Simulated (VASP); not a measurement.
A run of VASP 6.6.1 is set up as follows.

Contents of INCAR:

```
SYSTEM = HfO2
  ALGO = Normal
  EDIFF = 1E-7
  ENCUT = 520
  GGA = PE
  ISIF = 2
  ISMEAR = 0
  LASPH = .True.
  LCHARG = .False.
  LREAL = .False.
  LWAVE = .False.
  NBANDS = 56
  NELM = 80
  PREC = Accurate
  SIGMA = 0.05
```

File KPOINTS:

```
k-points
0
Gamma
  6 6 6
  0 0 0
```

Contents of POSCAR:

```
HfO2
1.0
    5.0976115212      0.0000000000      0.0000000000
    0.0000000000     -5.0976115212      0.0000000000
    0.0000000000      0.0000000000     -5.0976115212
Hf O
4 8
Direct
    0.0000000000      1.0000000000      1.0000000000
    0.5000000000      0.5000000000      1.0000000000
    0.5000000000      1.0000000000      0.5000000000
    0.0000000000      0.5000000000      0.5000000000
    0.2500000000      0.2500000000      0.2500000000
    0.7500000000      0.7500000000      0.2500000000
    0.7500000000      0.2500000000      0.7500000000
    0.2500000000      0.7500000000      0.7500000000
    0.7500000000      0.7500000000      0.7500000000
    0.2500000000      0.2500000000      0.7500000000
    0.2500000000      0.7500000000      0.2500000000
    0.7500000000      0.2500000000      0.2500000000
```

Potentials or basis: VASP PAW PBE potentials, release 64 (Hf_pv, O).

Command:

```sh
$ cat potpaw_PBE.64/Hf_pv/POTCAR potpaw_PBE.64/O/POTCAR > POTCAR
$ mpirun -np 1 vasp_std > vasp.out
```

Problem. What does it give for the pressure?

Solution. -3.6 GPa.

Problem. Predict the band gap on the k mesh.

Solution. 3.76 eV.

Caveat: the cell stands under tension; spin-orbit coupling is left out, which moves the levels of the heavy elements. A k mesh can miss the band edges.
